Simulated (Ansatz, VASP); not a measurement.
## Be2C in VASP and in Ansatz

```xyz
3
Lattice="0.0000 2.0498 2.0498 2.0498 0.0000 2.0498 2.0498 2.0498 0.0000" Properties=species:S:1:pos:R:3 pbc="T T T"
Be    3.0748    3.0748    3.0748
Be    1.0249    1.0249    1.0249
C     0.0000    0.0000    0.0000
```

Alike in both runs: task single point; functional PBE; k mesh 10 × 10 × 10; occupations gaussian, width 0.1 eV; no spin polarisation.

|  | VASP | Ansatz |
| --- | --- | --- |
| version | VASP 6.6.1 | Ansatz 0.2.0 |
| potentials or method | VASP PAW PBE potentials, release 64 (Be, C), cutoff 600 eV | scalar-relativistic, plane waves, PAW |
| valence electrons in the cell | 8 | 8 |

|  | VASP | Ansatz | Ansatz less VASP |
| --- | --- | --- | --- |
| gap on the k mesh at the Fermi level (eV) | 1.22 | 1.24 | +0.015 |
| least direct gap on the mesh (eV) | 4.43 | 4.44 | +0.011 |

With one functional, cell and mesh, what is left measures potentials, basis and numerics.
